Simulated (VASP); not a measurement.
## InP: single point with PBE

InP:

```
In P
1.0
     0.00000    2.91083    2.91083
     2.91083    0.00000    2.91083
     2.91083    2.91083    0.00000
In P
1 1
Direct
  0.00000 0.00000 0.00000
  0.25000 0.25000 0.25000
```

| Item | Value |
| --- | --- |
| Program | VASP 6.6.1 |
| Task | single point |
| Functional | PBE |
| Potentials or basis | VASP PAW PBE potentials, release 64 (In_d, P) |
| Cutoff | 500 eV |
| k mesh | 6 × 6 × 6 |
| Occupations | gaussian, width 0.01 eV |
| Spin | no spin polarisation |
| Dipole correction | no |
| Further INCAR settings | ALGO = Normal; EDIFF = 1e-06; NBANDS = 16 |

```
Pressure               : 4.9 GPa
Band gap on the k mesh : 0.82 eV, direct
```

Levels at points of the mesh, in eV from the valence-band top:
| k point | band 5 | band 6 | band 7 | band 8 | band 9 | band 10 | band 11 | band 12 | band 13 | band 14 |
| --- | --- | --- | --- | --- | --- | --- | --- | --- | --- | --- |
| (0.00, 0.00, 0.00) | -14.07 | -11.66 | 0.00 | 0.00 | 0.00 | 0.82 | 4.09 | 4.09 | 4.09 | 8.67 |
| (0.50, 0.00, 0.00) | -14.06 | -9.87 | -5.84 | -1.00 | -1.00 | 1.55 | 4.81 | 4.81 | 7.14 | 9.57 |
| (0.50, 0.50, 0.00) | -14.04 | -9.19 | -5.84 | -2.39 | -2.39 | 1.72 | 2.26 | 9.34 | 9.73 | 9.73 |

Wall time 13 s on 1 thread of AMD EPYC 7R43 64-Core Processor (Zen 3), on a shared host, peak memory 0.13 GiB.

Caveat: spin-orbit coupling is left out, which moves the levels of the heavy elements. Expect the measured gap to be larger: semilocal functionals such as PBE lack the derivative discontinuity.
